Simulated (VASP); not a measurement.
# Si7B (P-43m) in VASP: single point with PBE

Aim: the single point of Si7B with PBE.

Everything below comes from runs of VASP 6.6.1. Logs are shortened: lines on timing, memory, paths and dates and some standing lists are left out, and cuts for length are marked.

## 1. The cell of the first run

The structure is cubic, space group P-43m (No. 215). The conventional cell has a = 5.264 Å, b = 5.264 Å, c = 5.264 Å, α = 90.00°, β = 90.00°, γ = 90.00°. Within 2.7 Å of Si (site symmetry 3m) lie 1 B at 2.07 Å and 3 Si at 2.36 Å. Si (site symmetry -42m) has 4 Si at 2.36 Å within 3.1 Å. B (site symmetry -43m) has 4 Si at 2.07 Å within 2.7 Å.

## 2. Single point, PBE

The input, INCAR:

```
PREC = Accurate
ENCUT = 500
EDIFF = 1E-6
ISMEAR = 0
SIGMA = 0.2
LREAL = F
LASPH = T
NELM = 120
ALGO = Normal
ISIF = 2
LWAVE = F
LCHARG = F
GGA = PE
NBANDS = 26
GGA_COMPAT = F
```

The input, KPOINTS:

```
regular mesh
0
Gamma
  3 3 3
```

The input, POSCAR:

```
Si7B
1.0
    5.2635469200      0.0000000000      0.0000000000
    0.0000000000      5.2635469200      0.0000000000
    0.0000000000      0.0000000000      5.2635469200
Si B
7 1
Direct
    0.7732774887      0.7732774887      0.2267225113
    0.7732774887      0.2267225113      0.7732774887
    0.2267225113      0.7732774887      0.7732774887
    0.2267225113      0.2267225113      0.2267225113
    0.0000000000      0.5000000000      0.5000000000
    0.5000000000      0.0000000000      0.5000000000
    0.5000000000      0.5000000000      0.0000000000
    0.0000000000      0.0000000000      0.0000000000
```

Potentials or basis: VASP PAW PBE potentials, release 64 (Si, B).

The run is started by

```
$ cat potpaw_PBE.64/Si/POTCAR potpaw_PBE.64/B/POTCAR > POTCAR
$ mpirun -np 1 vasp_std > vasp.out
```

OUTCAR:

```text
PREC = Accurate
   ENCUT = 500
   EDIFF = 1E-6
   ISMEAR = 0
   LREAL = F
   LASPH = T
   NELM = 120
   ISIF = 2
   GGA = PE

 ion  position               nearest neighbor table
   1  0.773  0.773  0.227-   8 2.07   6 2.36   7 2.36   5 2.36
   2  0.773  0.227  0.773-   8 2.07   6 2.36   7 2.36   5 2.36
   3  0.227  0.773  0.773-   8 2.07   6 2.36   7 2.36   5 2.36
   4  0.227  0.227  0.227-   8 2.07   6 2.36   7 2.36   5 2.36
   5  0.000  0.500  0.500-   1 2.36   2 2.36   3 2.36   4 2.36
   6  0.500  0.000  0.500-   1 2.36   2 2.36   3 2.36   4 2.36
   7  0.500  0.500  0.000-   1 2.36   2 2.36   3 2.36   4 2.36
   8  0.000  0.000  0.000-   1 2.07   2 2.07   3 2.07   4 2.07

  LATTYP: Found a simple cubic cell.
 ALAT       =     5.2635469200

  Lattice vectors:

 A1 = (   5.2635469200,   0.0000000000,   0.0000000000)
 A2 = (   0.0000000000,   5.2635469200,   0.0000000000)
 A3 = (   0.0000000000,   0.0000000000,   5.2635469200)

Analysis of symmetry for initial positions (statically):
=====================================================================
 Subroutine PRICEL returns:
 Original cell was already a primitive cell.

 Routine SETGRP: Setting up the symmetry group for a
 simple cubic supercell.

 Subroutine GETGRP returns: Found 24 space group operations
 (whereof 24 operations were pure point group operations)
 out of a pool of 48 trial point group operations.

The static configuration has the point symmetry T_d .

Analysis of symmetry for dynamics (positions and initial velocities):
=====================================================================
 Subroutine PRICEL returns:
 Original cell was already a primitive cell.

 Routine SETGRP: Setting up the symmetry group for a
 simple cubic supercell.

 Subroutine GETGRP returns: Found 24 space group operations
 (whereof 24 operations were pure point group operations)
 out of a pool of 48 trial point group operations.

The dynamic configuration has the point symmetry T_d .

 Subroutine INISYM returns: Found 24 space group operations
 (whereof 24 operations are pure point group operations),
 and found     1 'primitive' translations

----------------------------------------------------------------------------------------

                                     Primitive cell

  volume of cell :     145.8262

  direct lattice vectors                    reciprocal lattice vectors
[... 84 lines left out ...]
   ISIF   =      2    stress and relaxation
   ISYM   =      2    0-nonsym 1-usesym 2-fastsym
   POTIM  = 0.5000    time-step for ionic-motion
   TEBEG  =    0.0;   TEEND  =   0.0 temperature during run
   PSTRESS=    0.0 pullay stress
   NELECT =      31.0000    total number of electrons
   NUPDOWN=      -1.0000    fix difference up-down
   EMIN   =  10.00;   EMAX   =-10.00  energy-range for DOS
   EFERMI =   0.00;   METHOD = LEGACY
   ISMEAR =     0;   SIGMA  =   0.20  broadening in eV -4-tet -1-fermi 0-gaus
   EFERMI_NEDOS =   21; number of points for ismear=-14 and -15
   IALGO  =     38    algorithm
   IMIX   =      4    mixing-type and parameters
     AMIX     =   0.40;   BMIX     =  1.00
     AMIX_MAG =   1.60;   BMIX_MAG =  1.00
  volume/ion in A,a.u.               =      18.23       123.01
  Fermi-wavevector in a.u.,A,eV,Ry     =   0.977050  1.846357 12.988491  0.954627
  Thomas-Fermi vector in A             =   2.107717
   LORBIT       =      0    0 simple, 1 ext, 2 COOP (PROOUT), +10 PAW based schemes
   GGA     = PE    functional components
   LHFCALC =     F    Hartree Fock is set to
   AEXX    =    0.0000 exact exchange contribution
   IVDW    =     0    specifies the selected vdW correction
   LEPSILON=     F    determine dielectric tensor
   LRPA    =     F    only Hartree local field effects (RPA)
 non-spin polarized calculation
 Gauss-broadening in eV      SIGMA  =   0.20
  energy-cutoff  :      500.00
  volume of cell :      145.83
 maximum number of plane-waves:      3743
 NGX is ok and might be reduce to    40
   NGX = 19   NGY = 19   NGZ = 19

 number of electron      30.9999998 magnetization

 Free energy of the ion-electron system (eV)
  ---------------------------------------------------
  ext. energy  EPLUGINS =         0.00000000
  ---------------------------------------------------
  free energy    TOTEN  =       -43.78648957 eV

  energy without entropy =      -43.74098083  energy(sigma->0) =      -43.76373520

 E-fermi :   5.6033     XC(G=0):  -9.6276

 val. band max:        5.3487537786   @ k =   0.3333   0.3333   0.3333
 cond. band min:       5.7364569053   @ k =   0.3333   0.3333   0.0000
 fundamental gap:      0.3877031267
 Fermi energy:         5.6032529198

 k-point     1 :       0.0000    0.0000    0.0000
  band No.  band energies     occupation
      1      -6.2091      2.00000
      2      -1.7911      2.00000
      3      -1.7911      2.00000
      4      -1.7911      2.00000
      5      -1.7727      2.00000
      6      -1.7727      2.00000
[... 105 lines left out ...]
     25      10.6801      0.00000
     26      11.0947      0.00000

------------------------ aborting loop because EDIFF is reached ----------------------------------------

  FORCE on cell =-STRESS in cart. coord.  units (eV):
  Direction    XX          YY          ZZ          XY          YZ          ZX
  --------------------------------------------------------------------------------------
  -------------------------------------------------------------------------------------
  Total        0.0511534      0.0511534      0.0511534     -0.0000000      0.0000000      0.0000000
  in kB        0.5620168      0.5620168      0.5620168     -0.0000000      0.0000000      0.0000000
  external PRESSURE =       0.5620168 kB  Pullay stress =       0.0000000 kB

 VOLUME and BASIS-vectors are now :
 -----------------------------------------------------------------------------
  energy-cutoff  :      500.00
  volume of cell :      145.83
      direct lattice vectors                 reciprocal lattice vectors
     5.263546920  0.000000000  0.000000000     0.189985957  0.000000000  0.000000000
     0.000000000  5.263546920  0.000000000     0.000000000  0.189985957  0.000000000
     0.000000000  0.000000000  5.263546920     0.000000000  0.000000000  0.189985957

 POSITION                                       TOTAL-FORCE (eV/Angst)
 -----------------------------------------------------------------------------------
      4.07018      4.07018      1.19336        -0.032083     -0.032083      0.032083
      4.07018      1.19336      4.07018        -0.032083      0.032083     -0.032083
      1.19336      4.07018      4.07018         0.032083     -0.032083     -0.032083
      1.19336      1.19336      1.19336         0.032083      0.032083      0.032083
      0.00000      2.63177      2.63177         0.000000     -0.000000     -0.000000
      2.63177      0.00000      2.63177         0.000000      0.000000     -0.000000
      2.63177      2.63177      0.00000         0.000000      0.000000      0.000000
      0.00000      0.00000      0.00000         0.000000     -0.000000     -0.000000
 -----------------------------------------------------------------------------------
    total drift:                               -0.000000     -0.000000     -0.000000

  FREE ENERGIE OF THE ION-ELECTRON SYSTEM (eV)
  ---------------------------------------------------
  free  energy   TOTEN  =       -43.7864895654 eV

  energy  without entropy=      -43.7409808300  energy(sigma->0) =      -43.76373520
```

Run time: 13 s. Hardware: 1 thread of Intel Xeon Platinum 8488C (Sapphire Rapids), shared host; peak memory 0.22 GiB.

What came out:

```
Free energy            : -43.7865 eV
Pressure               : 0.1 GPa
Largest force          : 0.056 eV/Å
Band gap on the k mesh : zero (an odd number of electrons rules out a gap without spin polarisation)
```

Forces in eV/Å, atoms in the order of the input:
```
Si  -0.032 -0.032  0.032
Si  -0.032  0.032 -0.032
Si   0.032 -0.032 -0.032
Si   0.032  0.032  0.032
Si   0.000  0.000  0.000
Si   0.000  0.000  0.000
Si   0.000  0.000  0.000
B    0.000  0.000  0.000
```

Levels at points of the mesh, in eV from the Fermi level:
| k point | band 11 | band 12 | band 13 | band 14 | band 15 | band 16 | band 17 | band 18 | band 19 | band 20 |
| --- | --- | --- | --- | --- | --- | --- | --- | --- | --- | --- |
| (0.00, 0.00, 0.00) | -2.42 | -2.42 | -2.42 | 0.72 | 0.72 | 0.72 | 0.90 | 0.90 | 1.36 | 1.36 |

Caveat: the k points lie up to 0.40 Å⁻¹ apart, too coarse for converged energies and pressures of a metal.
